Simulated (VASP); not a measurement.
A run of VASP 6.6.1 is set up as follows.

The input INCAR:

```
SYSTEM = Hf
ALGO     = Fast           ! electronic algorithm
EDIFF    = 1E-6           ! SCF threshold, eV
ENCUT    = 520            ! plane-wave cutoff, eV
GGA      = PE             ! functional
ISIF     = 2              ! what is computed and relaxed
ISMEAR   = 0              ! smearing method
LASPH    = .TRUE.         ! aspherical terms in the spheres
LCHARG   = .FALSE.        ! write CHGCAR
LREAL    = .FALSE.        ! projectors in reciprocal space
LWAVE    = .FALSE.        ! write WAVECAR
NBANDS   = 17             ! bands
NELM     = 60             ! most SCF steps
PREC     = Accurate       ! precision mode
SIGMA    = 0.05           ! smearing width, eV
```

Contents of KPOINTS:

```
k-points
0
G
  16 16 10
  0 0 0
```

POSCAR

```
Hf
1.0
    3.1842562413      0.0000000000      0.0000000000
   -1.5921281207      2.7576467971      0.0000000000
    0.0000000000      0.0000000000      5.0314998177
Hf
2
Direct
    0.3333333333      0.6666666667      0.2500000000
    0.6666666667      0.3333333333      0.7500000000
```

Potentials or basis: VASP PAW PBE potentials, release 64 (Hf_pv).

Launch:

```console
$ cat potpaw_PBE.64/Hf_pv/POTCAR > POTCAR
$ mpirun -np 1 vasp_std > vasp.out
```

(1) What does it give for the band gap on the k mesh?

(2) Predict the pressure.

## Answers

(1) zero (bands 10 and 11 overlap by 1.55 eV).

(2) 1.7 GPa.

Caveat: spin-orbit coupling is left out, which moves the levels of the heavy elements.
